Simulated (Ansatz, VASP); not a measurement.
**Two plane-wave programs on PtSe2**

Contents of INCAR:

```
SYSTEM = PtSe2
PREC = Accurate
ENCUT = 520
EDIFF = 1E-7
ISMEAR = 0
SIGMA = 0.05
LREAL = .FALSE.
LASPH = .TRUE.
NELM = 100
ALGO = Normal
ISIF = 2
LWAVE = .FALSE.
LCHARG = .FALSE.
LDIPOL = .TRUE.
IDIPOL = 3
DIPOL = 0.5 0.5 0.395
GGA = PE
IVDW = 12
NBANDS = 31
```

KPOINTS

```
Automatic mesh
0
G
  9 9 1
  0 0 0
```

POSCAR

```
PtSe2
1.0
    3.7070358035      0.0000000000      0.0000000000
   -1.8535179017      3.2103871786      0.0000000000
    0.0000000000      0.0000000000     22.7981617435
Se Pt
4 2
Direct
    0.6666666667      0.3333333333      0.1973843352
    0.3333333333      0.6666666667      0.3135814612
    0.3333333333      1.1666666667      0.4763138798
    0.6666666667      0.8333333333      0.5925110057
    0.0000000000      0.0000000000      0.2554828982
    1.0000000000      1.5000000000      0.5344124428
```

Input for Ansatz:

```yaml
crystal:
  lattice:
    - [3.7070358035, 0.0, 0.0]
    - [-1.8535179017, 3.2103871786, 0.0]
    - [0.0, 0.0, 22.7981617435]
  atoms:
    - { symbol: Se, position: [0.6666666667, 0.3333333333, 0.1973843352] }
    - { symbol: Pt, position: [0.0, 0.0, 0.2554828982] }
    - { symbol: Se, position: [0.3333333333, 0.6666666667, 0.3135814612] }
    - { symbol: Se, position: [0.3333333333, 1.1666666667, 0.4763138798] }
    - { symbol: Pt, position: [1.0, 1.5, 0.5344124428] }
    - { symbol: Se, position: [0.6666666667, 0.8333333333, 0.5925110057] }
basis:
  ecutwfc: 420
kpoints:
  mp_grid: { grid: [9, 9, 1] }
hamiltonian:
  xc: pbe
  pseudopotentials: { kind: paw, azcp: { folder: soft_1 } }
  dispersion: d3bj
scf:
  occupations: { method: gaussian, width: 0.05 }
output:
  forces: true
  eigenvalues: true
  write_density: true
  write_potential: true
  elf: true
  volumetric_format: npy
efield:
  axis: 3
  dipole_correction: true
  ramp_width: 0.04
```

Alike in both runs: task single point; functional PBE; dispersion D3(BJ); k mesh 9 × 9 × 1; occupations gaussian, width 0.05 eV; no spin polarisation.

|  | VASP | Ansatz |
| --- | --- | --- |
| version | VASP 6.6.1 | Ansatz 0.2.0 |
| potentials or method | VASP PAW PBE potentials, release 64 (Se, Pt), cutoff 520 eV | scalar-relativistic, plane waves, PAW |
| valence electrons in the cell | 44 | 100 |

|  | VASP | Ansatz | Ansatz less VASP |
| --- | --- | --- | --- |
| gap on the k mesh at the Fermi level (eV) | 1.07 | 1.07 | +0.008 |
| least direct gap on the mesh (eV) | 1.21 | 1.22 | +0.009 |
| rms of the force components (eV/Å) | 0.035 | 0.035 | +0.0002 |

VASP's potentials hold 44 valence electrons a cell and Ansatz's 100, so a difference there can come from the potentials and not from the codes. Ansatz's warnings: xc potential rough in thin density.

Neither program's run includes spin-orbit coupling.
